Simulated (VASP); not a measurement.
TiAl3: relaxation of cell and atoms with RPBE+D4

The system is TiAl3.

```xyz
4
Lattice="-1.9111 1.9111 4.2807 1.9111 -1.9111 4.2807 1.9111 1.9111 -4.2807" Properties=species:S:1:pos:R:3 pbc="T T T"
Ti    0.0000    0.0000    0.0000
Al    1.9111    0.0000    2.1403
Al    0.0000    1.9111    2.1403
Al    0.0000    0.0000    4.2807
```

* Program: VASP 6.6.1
* Task: relaxation of cell and atoms
* Functional: RPBE
* Dispersion: D4
* Potentials or basis: VASP PAW PBE potentials, release 64 (Ti_sv, Al)
* Cutoff: 600 eV
* k mesh: 10 × 10 × 10
* Occupations: fermi-dirac, width 0.05 eV
* Spin: no spin polarisation
* Dipole correction: no
* Further INCAR settings: ALGO = Fast; EDIFF = 1e-06; IBRION = 2; EDIFFG = -0.01; NSW = 60; ISIF = 3

* Relaxed volume: 15.37 Å³/atom
* Relaxed cell: a = 5.030 Å, b = 5.030 Å, c = 5.030 Å, α = 135.57°, β = 135.57°, γ = 64.64°
* Space group after relaxing (to 0.05 Å): I4/mmm (No. 139)
* Energy gained by relaxing: 1.7 meV/atom
* Ionic steps: 5
* Pressure after relaxing: 0.0 GPa
* Dispersion energy per atom: -0.632 eV

The path:
```csv
step,energy change (eV),largest force (eV/Å),pressure (GPa),volume (Å³)
1,0.0000,0.0000,-1.90,62.54
2,-0.0046,0.0000,1.09,60.87
3,-0.0066,0.0000,0.03,61.45
4,-0.0066,0.0000,-0.01,61.48
5,-0.0066,0.0000,-0.03,61.48
```

Final structure:
```
Ti Al
1.0
    -1.90158    1.90158    4.25036
     1.90158   -1.90158    4.25036
     1.90158    1.90158   -4.25036
Ti Al
1 3
Direct
  0.00000 0.00000 0.00000
  0.25000 0.75000 0.50000
  0.75000 0.25000 0.50000
  0.50000 0.50000 0.00000
```

Levels at points of the mesh, in eV from the Fermi level:
| k point | band 8 | band 9 | band 10 | band 11 | band 12 | band 13 | band 14 |
| --- | --- | --- | --- | --- | --- | --- | --- |
| (0.00, 0.00, 0.00) | -1.45 | -1.26 | -1.26 | 0.85 | 1.76 | 1.76 | 2.20 |
| (0.50, 0.00, 0.00) | -2.94 | -1.08 | -0.26 | 0.52 | 1.89 | 2.10 | 2.79 |
| (0.50, 0.50, 0.00) | -3.84 | -2.76 | -2.21 | -1.01 | 1.84 | 2.03 | 2.73 |
| (0.50, 0.50, 0.50) | -0.94 | -0.94 | -0.25 | 0.72 | 0.72 | 0.98 | 3.10 |

It took 9.5 min on 1 thread of Intel(R) Xeon(R) 6975P-C (Granite Rapids), with other jobs on the host, peak memory 0.34 GiB.

Caveat: the PAW data sets were made with another functional, which shifts forces and pressure a little; pairwise dispersion overbinds metals, which lowers pressure and volume.
